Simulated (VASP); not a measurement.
# Ba (P6_3/mmc) in VASP: a series of runs

Ba is run at these levels: PBEsol; tasks: single point.

Program: VASP 6.6.1. These are calculated values, not measurements. Logs are shortened: lines on timing, memory, paths and dates and some standing lists are left out, and cuts for length are marked.

**1. The cell of the first run**

Symmetry: P6_3/mmc, No. 194, hexagonal system. The conventional cell has a = 4.340 Å, b = 4.340 Å, c = 7.101 Å, α = 90.00°, β = 90.00°, γ = 120.00°. Within 5.7 Å of Ba (site symmetry -6m2) lie 12 Ba at 4.34 to 4.35 Å.

**2. Single point, PBEsol**

INCAR

```
SYSTEM = Ba
PREC = Accurate ; ENCUT = 520
EDIFF = 1E-6 ; ISMEAR = -1
SIGMA = 0.1 ; LREAL = .FALSE.
LASPH = .TRUE. ; NELM = 100
ALGO = Normal ; ISIF = 2
LWAVE = .FALSE. ; LCHARG = .FALSE.
GGA = PS ; NBANDS = 17
```

KPOINTS

```
regular mesh
0
G
  8 8 5
  0 0 0
```

POSCAR

```
Ba
1.0
    4.3403842423      0.0000000000      0.0000000000
   -2.1701921212      3.7588830160      0.0000000000
    0.0000000000      0.0000000000      7.1012127058
Ba
2
Direct
    0.3333333333      0.6666666667      0.2500000000
    0.6666666667      0.3333333333      0.7500000000
```

Potentials or basis: VASP PAW PBE potentials, release 64 (Ba_sv).

Launch:

```bash
$ cat potpaw_PBE.64/Ba_sv/POTCAR > POTCAR
$ mpirun -np 1 vasp_std > vasp.out
```

OUTCAR:

```text
SYSTEM = Ba
   PREC = Accurate
   ENCUT = 520
   EDIFF = 1E-6
   ISMEAR = -1
   LREAL = .FALSE.
   LASPH = .TRUE.
   NELM = 100
   ISIF = 2
   GGA = PS

 ion  position               nearest neighbor table
   1  0.333  0.667  0.250-   2 4.35   2 4.35   2 4.35   2 4.35   2 4.35   2 4.35
   2  0.667  0.333  0.750-   1 4.35   1 4.35   1 4.35   1 4.35   1 4.35   1 4.35

  LATTYP: Found a hexagonal cell.
 ALAT       =     4.3403842423
 C/A-ratio  =     1.6360792753

  Lattice vectors:

 A1 = (   4.3403842423,   0.0000000000,   0.0000000000)
 A2 = (  -2.1701921212,   3.7588830160,   0.0000000000)
 A3 = (   0.0000000000,   0.0000000000,   7.1012127058)

Analysis of symmetry for initial positions (statically):
=====================================================================
 Subroutine PRICEL returns:
 Original cell was already a primitive cell.

 Routine SETGRP: Setting up the symmetry group for a
 hexagonal supercell.

 Subroutine GETGRP returns: Found 24 space group operations
 (whereof 12 operations were pure point group operations)
 out of a pool of 24 trial point group operations.

The static configuration has the point symmetry D_3d.
 The point group associated with its full space group is D_6h.

Analysis of symmetry for dynamics (positions and initial velocities):
=====================================================================
 Subroutine PRICEL returns:
 Original cell was already a primitive cell.

 Routine SETGRP: Setting up the symmetry group for a
 hexagonal supercell.

 Subroutine GETGRP returns: Found 24 space group operations
 (whereof 12 operations were pure point group operations)
 out of a pool of 24 trial point group operations.

The dynamic configuration has the point symmetry D_3d.
 The point group associated with its full space group is D_6h.

 Subroutine INISYM returns: Found 24 space group operations
 (whereof 12 operations are pure point group operations),
 and found     1 'primitive' translations

----------------------------------------------------------------------------------------

                                     Primitive cell

  volume of cell :     115.8563

  direct lattice vectors                    reciprocal lattice vectors
     4.340384242  0.000000000  0.000000000     0.230394349  0.133018239  0.000000000
    -2.170192121  3.758883016  0.000000000     0.000000000  0.266036478  0.000000000
     0.000000000  0.000000000  7.101212706     0.000000000  0.000000000  0.140821018

  length of vectors
     4.340384242  4.340384242  7.101212706     0.266036478  0.266036478  0.140821018

  position of ions in fractional coordinates (direct lattice)
     0.333333333  0.666666667  0.250000000
     0.666666667  0.333333333  0.750000000

  ion indices of the primitive-cell ions
   primitive index   ion index
                 1           1
                 2           2

----------------------------------------------------------------------------------------

 KPOINTS: regular mesh

Automatic generation of k-mesh.
 Grid dimensions read from file:
 generate k-points for:    8    8    5

 Generating k-lattice:

  Cartesian coordinates                     Fractional coordinates (reciprocal lattice)
     0.028799294  0.016627280  0.000000000     0.125000000  0.000000000  0.000000000
     0.000000000  0.033254560  0.000000000     0.000000000  0.125000000  0.000000000
     0.000000000  0.000000000  0.028164204     0.000000000  0.000000000  0.200000000

  Length of vectors
     0.033254560  0.033254560  0.028164204

  Shift w.r.t. Gamma in fractional coordinates (k-lattice)
     0.000000000  0.000000000  0.000000000

 Subroutine IBZKPT returns following result:
 ===========================================

 Found     30 irreducible k-points:

 Following reciprocal coordinates:
            Coordinates               Weight
  0.000000  0.000000  0.000000      1.000000
  0.125000  0.000000  0.000000      6.000000
  0.250000  0.000000  0.000000      6.000000
  0.375000  0.000000  0.000000      6.000000
  0.500000  0.000000  0.000000      3.000000
  0.125000  0.125000  0.000000      6.000000
[... 16 lines left out ...]
  0.250000  0.000000  0.400000     12.000000
  0.375000  0.000000  0.400000     12.000000
 [... further k-points ...]
   k-points           NKPTS =     30   k-points in BZ     NKDIM =     30   number of bands    NBANDS=     17
   number of dos      NEDOS =    301   number of ions     NIONS =      2
   total plane-waves  NPLWV =  55296
   dimension x,y,z NGX =    32 NGY =   32 NGZ =   54
   dimension x,y,z NGXF=    64 NGYF=   64 NGZF=  108
   ions per type =               2
   NGX,Y,Z   is equivalent  to a cutoff of  12.26, 12.26, 12.64 a.u.
   NGXF,Y,Z  is equivalent  to a cutoff of  24.51, 24.51, 25.28 a.u.
 SYSTEM =  Ba
   PREC   = accura    normal or accurate (medium, high low for compatibility)
   ISTART =      0    job   : 0-new  1-cont  2-samecut
   ICHARG =      2    charge: 1-file 2-atom 10-const
   ISPIN  =      1    spin polarized calculation?
   LNONCOLLINEAR =      F non collinear calculations
   LSORBIT =      F    spin-orbit coupling
   LASPH  =      T    aspherical Exc in radial PAW
   ENCUT  =  520.0 eV  38.22 Ry    6.18 a.u.   8.07  8.07 13.20*2*pi/ulx,y,z
   NELM   =    100;   NELMIN=  2; NELMDL= -5     # of ELM steps
   EDIFF  = 0.1E-05   stopping-criterion for ELM
   LREAL  =      F    real-space projection
   EDIFFG = 0.1E-04   stopping-criterion for IOM
   NSW    =      0    number of steps for IOM
   IBRION =     -1    ionic relax: 0-MD 1-quasi-New 2-CG
   NFREE  =      0    steps in history (QN), initial steepest desc. (CG)
   ISIF   =      2    stress and relaxation
   ISYM   =      2    0-nonsym 1-usesym 2-fastsym
   POTIM  = 0.5000    time-step for ionic-motion
   TEBEG  =    0.0;   TEEND  =   0.0 temperature during run
   PSTRESS=    0.0 pullay stress
   NELECT =      20.0000    total number of electrons
   NUPDOWN=      -1.0000    fix difference up-down
   EMIN   =  10.00;   EMAX   =-10.00  energy-range for DOS
   EFERMI =   0.00;   METHOD = LEGACY
   ISMEAR =    -1;   SIGMA  =   0.10  broadening in eV -4-tet -1-fermi 0-gaus
   EFERMI_NEDOS =   21; number of points for ismear=-14 and -15
   IALGO  =     38    algorithm
   IMIX   =      4    mixing-type and parameters
     AMIX     =   0.40;   BMIX     =  1.00
     AMIX_MAG =   1.60;   BMIX_MAG =  1.00
  volume/ion in A,a.u.               =      57.93       390.92
  Fermi-wavevector in a.u.,A,eV,Ry     =   0.911545  1.722571 11.305286  0.830915
  Thomas-Fermi vector in A             =   2.035837
   LORBIT       =      0    0 simple, 1 ext, 2 COOP (PROOUT), +10 PAW based schemes
   GGA     = PS    functional components
   LHFCALC =     F    Hartree Fock is set to
   AEXX    =    0.0000 exact exchange contribution
   IVDW    =     0    specifies the selected vdW correction
   LEPSILON=     F    determine dielectric tensor
   LRPA    =     F    only Hartree local field effects (RPA)
 non-spin polarized calculation
  energy-cutoff  :      520.00
  volume of cell :      115.86
 maximum number of plane-waves:      3146
   NGX = 17   NGY = 17   NGZ = 27

 number of electron      19.9999999 magnetization

 Free energy of the ion-electron system (eV)
  ---------------------------------------------------
  ext. energy  EPLUGINS =         0.00000000
  ---------------------------------------------------
  free energy    TOTEN  =        -4.32677215 eV

  energy without entropy =       -4.22568407  energy(sigma->0) =       -4.27622811

 E-fermi :   1.8374     XC(G=0):  -7.7822

 val. band max:        1.7937702627   @ k =   0.3750   0.2500   0.4000
 cond. band min:       1.8452415060   @ k =   0.2500   0.1250   0.0000
 fundamental gap:      0.0514712433
 Fermi energy:         1.8374398099

 k-point     1 :       0.0000    0.0000    0.0000
  band No.  band energies     occupation
      1     -26.8758      2.00000
      2     -26.8176      2.00000
      3     -12.3642      2.00000
      4     -11.8359      2.00000
      5     -11.8359      2.00000
      6     -11.7574      2.00000
[... 9 lines left out ...]
     16       4.1436      0.00000
     17       4.7170      0.00000

 k-point     2 :       0.1250    0.0000    0.0000
  band No.  band energies     occupation
      1     -26.8681      2.00000
      2     -26.8139      2.00000
      3     -12.3346      2.00000
      4     -11.9077      2.00000
      5     -11.8579      2.00000
      6     -11.8315      2.00000
[... 9 lines left out ...]
     16       4.3142      0.00000
     17       4.4182      0.00000

 k-point     3 :       0.2500    0.0000    0.0000
  band No.  band energies     occupation
      1     -26.8489      2.00000
      2     -26.8055      2.00000
      3     -12.2549      2.00000
      4     -12.0789      2.00000
      5     -11.9993      2.00000
      6     -11.9078      2.00000
[... 9 lines left out ...]
     16       4.6508      0.00000
     17       4.7168      0.00000

 k-point     4 :       0.3750    0.0000    0.0000
  band No.  band energies     occupation
      1     -26.8275      2.00000
      2     -26.7990      2.00000
      3     -12.2462      2.00000
      4     -12.1544      2.00000
      5     -12.1533      2.00000
      6     -11.9549      2.00000
[... 9 lines left out ...]
     16       5.6319      0.00000
     17       5.8876      0.00000

 k-point     5 :       0.5000    0.0000    0.0000
  band No.  band energies     occupation
      1     -26.8170      2.00000
      2     -26.7980      2.00000
      3     -12.3140      2.00000
      4     -12.2158      2.00000
      5     -12.0936      2.00000
      6     -11.9738      2.00000
[... 9 lines left out ...]
     16       6.7599      0.00000
     17       6.8087      0.00000

 k-point     6 :       0.1250    0.1250    0.0000
  band No.  band energies     occupation
      1     -26.8547      2.00000
      2     -26.8078      2.00000
      3     -12.2798      2.00000
      4     -12.0068      2.00000
      5     -11.9774      2.00000
      6     -11.8757      2.00000
[... 9 lines left out ...]
     16       4.3061      0.00000
     17       4.5077      0.00000

 k-point     7 :       0.2500    0.1250    0.0000
  band No.  band energies     occupation
      1     -26.8341      2.00000
      2     -26.8006      2.00000
      3     -12.1874      2.00000
      4     -12.1630      2.00000
      5     -12.1077      2.00000
      6     -11.9495      2.00000
[... 9 lines left out ...]
     16       4.8867      0.00000
     17       5.4799      0.00000

 k-point     8 :       0.3750    0.1250    0.0000
  band No.  band energies     occupation
      1     -26.8171      2.00000
      2     -26.7979      2.00000
      3     -12.2771      2.00000
      4     -12.1854      2.00000
      5     -12.0951      2.00000
      6     -12.0066      2.00000
[... 9 lines left out ...]
     16       5.7795      0.00000
     17       6.2869      0.00000
[... 203 lines left out ...]
      1     -26.8153      2.00000
      2     -26.7997      2.00000
      3     -12.2270      2.00000
      4     -12.2231      2.00000
      5     -12.0514      2.00000
      6     -12.0278      2.00000
[... 9 lines left out ...]
     16       5.2797      0.00000
     17       5.7782      0.00000

 k-point    20 :       0.3750    0.2500    0.2000
  band No.  band energies     occupation
      1     -26.8066      2.00000
      2     -26.8002      2.00000
      3     -12.2491      2.00000
      4     -12.1908      2.00000
      5     -12.1305      2.00000
      6     -12.0149      2.00000
[... 9 lines left out ...]
     16       5.5522      0.00000
     17       5.9443      0.00000

 k-point    21 :       0.0000    0.0000    0.4000
  band No.  band energies     occupation
      1     -26.8558      2.00000
      2     -26.8379      2.00000
      3     -12.1664      2.00000
      4     -11.9793      2.00000
      5     -11.8090      2.00000
      6     -11.8090      2.00000
[... 9 lines left out ...]
     16       3.7565      0.00000
     17       5.6077      0.00000

 k-point    22 :       0.1250    0.0000    0.4000
  band No.  band energies     occupation
      1     -26.8495      2.00000
      2     -26.8327      2.00000
      3     -12.1633      2.00000
      4     -12.0042      2.00000
      5     -11.8657      2.00000
      6     -11.8274      2.00000
[... 9 lines left out ...]
     16       3.9674      0.00000
     17       5.5037      0.00000

 k-point    23 :       0.2500    0.0000    0.4000
  band No.  band energies     occupation
      1     -26.8339      2.00000
      2     -26.8205      2.00000
      3     -12.1940      2.00000
      4     -12.1181      2.00000
      5     -11.9560      2.00000
      6     -11.8728      2.00000
[... 9 lines left out ...]
     16       4.4974      0.00000
     17       5.4762      0.00000

 k-point    24 :       0.3750    0.0000    0.4000
  band No.  band energies     occupation
      1     -26.8177      2.00000
      2     -26.8089      2.00000
      3     -12.2969      2.00000
      4     -12.2589      2.00000
      5     -11.9635      2.00000
      6     -11.9108      2.00000
[... 9 lines left out ...]
     16       4.9473      0.00000
     17       5.8246      0.00000

 [... further k-points ...]

------------------------ aborting loop because EDIFF is reached ----------------------------------------

  FORCE on cell =-STRESS in cart. coord.  units (eV):
  Direction    XX          YY          ZZ          XY          YZ          ZX
  --------------------------------------------------------------------------------------
  -------------------------------------------------------------------------------------
  Total        0.0918714      0.0918714      0.0584262     -0.0000000      0.0000000      0.0000000
  in kB        1.2704901      1.2704901      0.8079763     -0.0000000      0.0000000      0.0000000
  external PRESSURE =       1.1163188 kB  Pullay stress =       0.0000000 kB

 VOLUME and BASIS-vectors are now :
 -----------------------------------------------------------------------------
  energy-cutoff  :      520.00
  volume of cell :      115.86
      direct lattice vectors                 reciprocal lattice vectors
     4.340384242  0.000000000  0.000000000     0.230394349  0.133018239  0.000000000
    -2.170192121  3.758883016  0.000000000     0.000000000  0.266036478  0.000000000
     0.000000000  0.000000000  7.101212706     0.000000000  0.000000000  0.140821018

 POSITION                                       TOTAL-FORCE (eV/Angst)
 -----------------------------------------------------------------------------------
     -0.00000      2.50592      1.77530        -0.000000      0.000000      0.000000
      2.17019      1.25296      5.32591         0.000000     -0.000000      0.000000
 -----------------------------------------------------------------------------------
    total drift:                               -0.000000      0.000000     -0.000000

  FREE ENERGIE OF THE ION-ELECTRON SYSTEM (eV)
  ---------------------------------------------------
  free  energy   TOTEN  =        -4.3267721530 eV

  energy  without entropy=       -4.2256840685  energy(sigma->0) =       -4.27622811
```

It took 14 s on 1 thread of Intel Xeon 6975P-C (Granite Rapids), shared host; peak memory 0.23 GiB.

What came out:

```yaml
Free_energy: -4.3268 eV
Pressure: 0.1 GPa
Band_gap_on_the_k_mesh: zero (band 10 reaches 2.02 eV, above the bottom of band 11 at 1.58 eV)
```

Levels at points of the mesh, in eV from the Fermi level:
| k point | band 8 | band 9 | band 10 | band 11 | band 12 | band 13 |
| --- | --- | --- | --- | --- | --- | --- |
| (0.00, 0.00, 0.00) | -13.59 | -2.83 | -1.01 | 1.34 | 1.82 | 1.84 |
| (0.50, 0.00, 0.00) | -13.67 | -0.71 | -0.51 | -0.25 | 0.78 | 1.50 |

Caveat: the PAW data sets were made with another functional, which shifts forces and pressure a little; spin-orbit coupling is left out, which moves the levels of the heavy elements.

(Continued in part 2 of 2.)
